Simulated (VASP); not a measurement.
A run of VASP 6.6.1:

Contents of POSCAR:

```
AlN
1.0
    0.0000000000      2.1824896384      2.1824896384
    2.1824896384      0.0000000000      2.1824896384
    2.1824896384      2.1824896384      0.0000000000
Al N
1 1
Direct
    0.0000000000      0.0000000000      0.0000000000
    0.2500000000      0.2500000000      0.2500000000
```

INCAR.step1

```
PREC     = Accurate       # precision mode
ENCUT    = 520            # plane-wave cutoff, eV
EDIFF    = 1E-5           # SCF threshold, eV
ISMEAR   = -1             # smearing method
SIGMA    = 0.05           # smearing width, eV
LREAL    = F              # projectors in reciprocal space
LASPH    = T              # aspherical terms in the spheres
NELM     = 60             # most SCF steps
ALGO     = Normal         # electronic algorithm
ISIF     = 2              # what is computed and relaxed
LWAVE    = T              # write WAVECAR
LCHARG   = F              # write CHGCAR
NBANDS   = 11             # bands
GGA      = PE             # functional
```

File INCAR.step2:

```
PREC     = Accurate       # precision mode
ENCUT    = 520            # plane-wave cutoff, eV
EDIFF    = 1E-6           # SCF threshold, eV
ISMEAR   = -1             # smearing method
SIGMA    = 0.05           # smearing width, eV
LREAL    = F              # projectors in reciprocal space
LASPH    = T              # aspherical terms in the spheres
NELM     = 60             # most SCF steps
ALGO     = Normal         # electronic algorithm
ISIF     = 2              # what is computed and relaxed
LWAVE    = F              # write WAVECAR
LCHARG   = F              # write CHGCAR
GGA      = PE             # functional
LHFCALC  = T              # exact exchange
AEXX     = 0.25           # exact-exchange fraction
PRECFOCK = Normal       
NBANDS   = 11             # bands
ISTART   = 1
```

File KPOINTS:

```
Automatic mesh
0
Gamma
  5 5 5
```

Potentials or basis: VASP PAW PBE potentials, release 64 (Al, N).

Command:

```sh
$ cat potpaw_PBE.64/Al/POTCAR potpaw_PBE.64/N/POTCAR > POTCAR
$ cp INCAR.step1 INCAR
$ mpirun -np 1 vasp_std > vasp.out
$ cp INCAR.step2 INCAR
$ mpirun -np 1 vasp_std > vasp.out
```

Hardware: 1 thread of Intel(R) Xeon(R) Platinum 8559C (Emerald Rapids), with other jobs on the host.

**Question.** How long does it take, and how much memory?

**Answer.** Wall time 96 s on 1 thread of Intel(R) Xeon(R) Platinum 8559C (Emerald Rapids), with other jobs on the host, peak memory 0.14 GiB. Counts: k points 10.
